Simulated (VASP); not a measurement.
Here is a VASP 6.6.1 calculation.

File INCAR:

```
SYSTEM = Al4Ru3
ALGO = Fast
EDIFF = 1E-6
ENCUT = 520
GGA = PE
ISIF = 2
ISMEAR = 0
LASPH = .TRUE.
LCHARG = .FALSE.
LREAL = .FALSE.
LWAVE = .FALSE.
NBANDS = 36
NELM = 100
PREC = Accurate
SIGMA = 0.2
```

KPOINTS

```
k-points
0
G
  8 8 8
  0 0 0
```

POSCAR

```
Al4Ru3
1.0
    0.0000000000     -3.0743040722      0.0000000000
    3.0743040722      0.0000000000      0.0000000000
   -1.5371520361      1.5371520361     10.1823197615
Al Ru
4 3
Direct
    0.2897001633      0.2897001633      0.5794003267
    0.7102998367      0.7102998367      0.4205996733
    0.4285253035      0.4285253035      0.8570506069
    0.5714746965      0.5714746965      0.1429493931
    0.8522342984      0.8522342984      0.7044685968
    0.1477657016      0.1477657016      0.2955314032
    0.0000000000      0.0000000000      0.0000000000
```

Potentials or basis: VASP PAW PBE potentials, release 64 (Al, Ru_pv).

The run is started by

```bash
$ cat potpaw_PBE.64/Al/POTCAR potpaw_PBE.64/Ru_pv/POTCAR > POTCAR
$ mpirun -np 1 vasp_std > vasp.out
```

(1) Predict the band gap on the k mesh.

(2) Predict the pressure.

(3) Estimate the largest force.

Results:

(1) zero (bands 27 and 28 overlap by 1.63 eV).

(2) 0.1 GPa.

(3) 0.074 eV/Å.
